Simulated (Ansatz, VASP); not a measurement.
HfO2: VASP beside Ansatz

```
CELL_PARAMETERS angstrom
0.00000 2.54904 2.54904
2.54904 0.00000 2.54904
2.54904 2.54904 0.00000
ATOMIC_POSITIONS crystal
Hf 0.00000 0.00000 0.00000
O 0.25000 0.25000 0.25000
O 0.75000 0.75000 0.75000
```

Alike in both runs: functional PBE; k mesh 8 × 8 × 8; occupations gaussian, width 0.02 eV; no spin polarisation.

Ansatz relaxed the structure, and its values are those at the end. VASP's run is a single point on that final structure, the one shown.

|  | VASP | Ansatz |
| --- | --- | --- |
| version | VASP 6.6.1 | Ansatz 0.2.0 |
| potentials or method | VASP PAW PBE potentials, release 64 (Hf_pv, O), cutoff 600 eV | scalar-relativistic, plane waves, PAW |
| valence electrons in the cell | 22 | 38 |

```tsv
	VASP	Ansatz	Ansatz less VASP
gap on the k mesh at the Fermi level (eV)	3.76	3.75	-0.011
least direct gap on the mesh (eV)	3.76	3.75	-0.011
pressure (GPa)	-3.9	0.0	+3.94
```

The functional is the same, so the differences come from potentials, cutoffs and numerics. VASP's potentials hold 22 valence electrons a cell and Ansatz's 38, so a difference there can come from the potentials and not from the codes.

Spin-orbit coupling is off throughout.
